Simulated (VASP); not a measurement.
Set up this calculation in VASP 6.6.1, as the native input.

- Task: single point
- Functional: PBEsol
- Potentials or basis: VASP PAW PBE potentials, release 64 (Sr_sv, Ca_sv, Si, Na_pv)
- Cutoff: 520 eV
- k mesh: 5 × 5 × 4
- Occupations: gaussian, width 0.01 eV
- Spin: no spin polarisation
- Dipole correction: no
- Further INCAR settings: ALGO = Normal; EDIFF = 1e-06; NBANDS = 38

The structure of Na4SrCaSi2 lies in POSCAR:

```
Na4SrCaSi2
1.0
    5.2275241801      0.0000000000      0.0000000000
    0.0000000000      5.2275241801      0.0000000000
    0.0000000000      0.0000000000      7.3312672010
Sr Ca Si Na
1 1 2 4
Direct
    0.0000000000      0.0000000000      0.0000000000
    0.5000000000      0.5000000000      0.5000000000
    0.0000000000      0.5000000000      0.2576830000
    0.5000000000      0.0000000000      0.7423170000
    0.0000000000      0.0000000000      0.5000000000
    0.5000000000      0.5000000000      0.0000000000
    0.0000000000      0.5000000000      0.7431210000
    0.5000000000      0.0000000000      0.2568790000
```

The input as run:

INCAR

```
SYSTEM = Na4SrCaSi2
PREC = Accurate ; ENCUT = 520
EDIFF = 1E-6 ; ISMEAR = 0
SIGMA = 0.01 ; LREAL = .False.
LASPH = .True. ; NELM = 100
ALGO = Normal ; ISIF = 2
LWAVE = .False. ; LCHARG = .False.
GGA = PS ; NBANDS = 38
```

KPOINTS

```
regular mesh
0
Gamma
  5 5 4
  0 0 0
```

Potentials or basis: VASP PAW PBE potentials, release 64 (Sr_sv, Ca_sv, Si, Na_pv).

Command:

```sh
$ cat potpaw_PBE.64/Sr_sv/POTCAR potpaw_PBE.64/Ca_sv/POTCAR potpaw_PBE.64/Si/POTCAR potpaw_PBE.64/Na_pv/POTCAR > POTCAR
$ mpirun -np 1 vasp_std > vasp.out
```

Results of the run:

The pressure is 0.2 GPa. The largest force is 0.098 eV/Å. The band gap on the k mesh is 0.15 eV (least direct gap 0.29 eV).

Caveat: the PAW data sets were made with another functional, which shifts forces and pressure a little.

Run time: 3.6 min on 1 thread of Oxide Virtual Turin-like Processor (shared host), peak memory 0.33 GiB.
